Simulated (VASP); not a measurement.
A run of VASP 6.6.1 is set up as follows.

File POSCAR:

```
AlSn
1.0
    4.2533501828      0.0000000000      0.0000000000
   -2.1266750913      3.6835093094      0.0000000000
    0.0000000000      0.0000000000      3.3503631350
Sn Al
1 1
Direct
    0.3333333333      0.6666666667      0.5000000000
    0.0000000000      0.0000000000      0.0000000000
```

Contents of INCAR.step1:

```
SYSTEM = AlSn
PREC = Accurate
ENCUT = 520
EDIFF = 1E-5
ISMEAR = -1
SIGMA = 0.05
LREAL = .False.
LASPH = .True.
NELM = 100
ALGO = Normal
ISIF = 2
LWAVE = .True.
GGA = PE
NBANDS = 16
```

INCAR.step2

```
SYSTEM = AlSn
PREC = Accurate
ENCUT = 520
EDIFF = 1E-7
ISMEAR = -1
SIGMA = 0.05
LREAL = .False.
LASPH = .True.
NELM = 100
ALGO = Normal
ISIF = 2
LWAVE = .False.
LCHARG = .True.
GGA = PE
LHFCALC = .True.
AEXX = 0.25
PRECFOCK = Normal
LELF = .True.
LVHAR = .True.
ISTART = 1
NBANDS = 16
```

File KPOINTS:

```
Automatic mesh
0
Gamma
  4 4 6
  0 0 0
```

Potentials or basis: VASP PAW PBE potentials, release 64 (Sn_d, Al).

Command:

```sh
$ cat potpaw_PBE.64/Sn_d/POTCAR potpaw_PBE.64/Al/POTCAR > POTCAR
$ cp INCAR.step1 INCAR
$ mpirun -np 1 vasp_std > vasp.out
$ cp INCAR.step2 INCAR
$ mpirun -np 1 vasp_std > vasp.out
```

(1) What does it give for the pressure?

(2) Predict the band gap on the k mesh.

Results:

(1) -3.0 GPa.

(2) zero (an odd number of electrons rules out a gap without spin polarisation).

Caveat: the k points lie up to 0.43 Å⁻¹ apart, too coarse for converged energies and pressures of a metal; the PAW data sets were made with another functional, which shifts forces and pressure a little; spin-orbit coupling is left out, which moves the levels of the heavy elements.
